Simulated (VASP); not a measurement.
ScNb, 2 atoms in the cell. Symmetry: P-6m2, No. 187, hexagonal system. Conventional cell: a = 3.066 Å, b = 3.066 Å, c = 5.072 Å, α = 90.00°, β = 90.00°, γ = 120.00°. Sc (site symmetry -6m2) has 6 Sc at 3.07 Å and 6 Nb at 3.09 Å within 4.0 Å. Nb (site symmetry -6m2) has 6 Nb at 3.07 Å and 6 Sc at 3.09 Å within 4.0 Å. 

```yaml
Program: VASP 6.6.1
Task: single point
Functional: PBE
Potentials_or_basis: VASP PAW PBE potentials, release 64 (Sc_sv, Nb_sv)
Cutoff: 520 eV
k_mesh: 3 × 3 × 2
Occupations: gaussian, width 0.1 eV
Spin: no spin polarisation
Dipole_correction: no
Further_INCAR_settings: ALGO = Fast; EDIFF = 1e-06; NBANDS = 19
```

Potentials or basis: VASP PAW PBE potentials, release 64 (Sc_sv, Nb_sv).

Run with:

```bash
$ cat potpaw_PBE.64/Sc_sv/POTCAR potpaw_PBE.64/Nb_sv/POTCAR > POTCAR
$ mpirun -np 1 vasp_std > vasp.out
```

Hardware: 1 thread of AMD EPYC 7R43 64-Core Processor (Zen 3) (shared host).

Problem. Estimate the wall time of this run.

Solution. Wall time 28 s on 1 thread of AMD EPYC 7R43 64-Core Processor (Zen 3) (shared host), peak memory 0.12 GiB. Counts: scf iterations 37, k points 6.
